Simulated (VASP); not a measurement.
Write the native input for VASP 6.6.1 that does the following.

```yaml
Task: single point
Functional: PBE
Potentials_or_basis: VASP PAW PBE potentials, release 64 (Zn, Cd, Se)
Cutoff: 520 eV
k_mesh: 6 × 6 × 4
Occupations: gaussian, width 0.1 eV
Spin: no spin polarisation
Dipole_correction: no
Further_INCAR_settings: ALGO = Normal; EDIFF = 1e-06; NBANDS = 29
```

The structure of Zn2CdSe lies in POSCAR:

```
Zn2CdSe
1.0
    2.8696561045      0.0000000000      0.0000000000
   -1.4348280522      2.4851950866      0.0000000000
    0.0000000000      0.0000000000     11.4564269085
Zn Cd Se
2 1 1
Direct
    0.0000000000      0.0000000000      0.2585075383
    0.0000000000      0.0000000000      0.7414924617
    0.0000000000      0.0000000000      0.0000000000
    0.0000000000      0.0000000000      0.5000000000
```

These files were run (other wordings do the same):

INCAR

```
SYSTEM = Zn2CdSe
  ALGO = Normal
  EDIFF = 1E-6
  ENCUT = 520
  GGA = PE
  ISIF = 2
  ISMEAR = 0
  LASPH = .TRUE.
  LCHARG = .FALSE.
  LREAL = .FALSE.
  LWAVE = .FALSE.
  NBANDS = 29
  NELM = 60
  PREC = Accurate
  SIGMA = 0.1
```

KPOINTS

```
k-points
0
G
  6 6 4
  0 0 0
```

Potentials or basis: VASP PAW PBE potentials, release 64 (Zn, Cd, Se).

The run is started by

```bash
$ cat potpaw_PBE.64/Zn/POTCAR potpaw_PBE.64/Cd/POTCAR potpaw_PBE.64/Se/POTCAR > POTCAR
$ mpirun -np 1 vasp_std > vasp.out
```

Results of the run:

```yaml
Pressure: 0.1 GPa
Largest_force: 0.014 eV/Å
Band_gap_on_the_k_mesh: zero (band 21 reaches 4.26 eV, above the bottom of band 22 at 2.58 eV)
```

Caveat: the k points lie up to 0.42 Å⁻¹ apart.

Run time: 78 s on 1 thread of AMD EPYC 7R43 64-Core Processor (Zen 3), with other jobs on the host, peak memory 0.2 GiB.
